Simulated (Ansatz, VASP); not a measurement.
Two plane-wave programs on Zn

```xyz
1
Lattice="-1.5189 1.5189 1.5189 1.5189 -1.5189 1.5189 1.5189 1.5189 -1.5189" Properties=species:S:1:pos:R:3 pbc="T T T"
Zn    0.0000    0.0000    0.0000
```

Alike in both runs: task single point; functional LDA; k mesh 22 × 22 × 22; occupations gaussian, width 0.15 eV; no spin polarisation.

|  | VASP | Ansatz |
| --- | --- | --- |
| version | VASP 6.6.1 | Ansatz 0.2.0 |
| potentials or method | VASP PAW LDA potentials, release 64 (Zn), cutoff 520 eV | scalar-relativistic, plane waves, PAW |
| valence electrons in the cell | 12 | 12 |

VASP gave:

* gap on the k mesh at the Fermi level (eV): none
* pressure (GPa): -1.4

**Question.** Estimate Ansatz's values.

**Answer.** gap on the k mesh at the Fermi level (eV): none; pressure (GPa): -2.0.

LDA's correlation is that of Perdew and Zunger in VASP and of Perdew and Wang (1992) in Ansatz. A gap of «none» marks a metal or a gap that the smearing closes.
